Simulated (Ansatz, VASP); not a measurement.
## MnS in VASP and in Ansatz

```
Mn S
1.0
     0.00000    2.76553   -2.76553
     0.00000    2.76553    2.76553
     5.37747    0.00000    0.00000
Mn S
2 2
Direct
  0.00000 0.00000 0.00000
  0.50000 0.50000 0.50000
  0.00000 0.50000 0.25000
  0.50000 0.00000 0.75000
```

Alike in both runs: functional PBE; k mesh 6 × 6 × 4; occupations gaussian, width 0.05 eV; collinear spin.

Ansatz relaxed the structure, and its values are those at the end. VASP's run is a single point on that final structure, the one shown.

|  | VASP | Ansatz |
| --- | --- | --- |
| version | VASP 6.6.1 | Ansatz 0.2.0 |
| potentials or method | VASP PAW PBE potentials, release 64 (Mn_pv, S), cutoff 520 eV | scalar-relativistic, plane waves, PAW |
| valence electrons in the cell | 38 | 42 |

Ansatz gave:

* gap on the k mesh at the Fermi level (eV): 1.13
* least direct gap on the mesh (eV): 1.57
* pressure (GPa): 0.0
* net moment per atom (μB): 0.00
* size of the moment on the site where the two differ most (μB): 3.84

Problem. Which values does VASP return?

Solution. gap on the k mesh at the Fermi level (eV): 1.13; least direct gap on the mesh (eV): 1.57; pressure (GPa): 0.1; net moment per atom (μB): 0.00; size of the moment on the site where the two differ most (μB): 4.02.

Site moments also hang on the region over which each program counts them. VASP's potentials hold 38 valence electrons a cell and Ansatz's 42, so a difference there can come from the potentials and not from the codes.
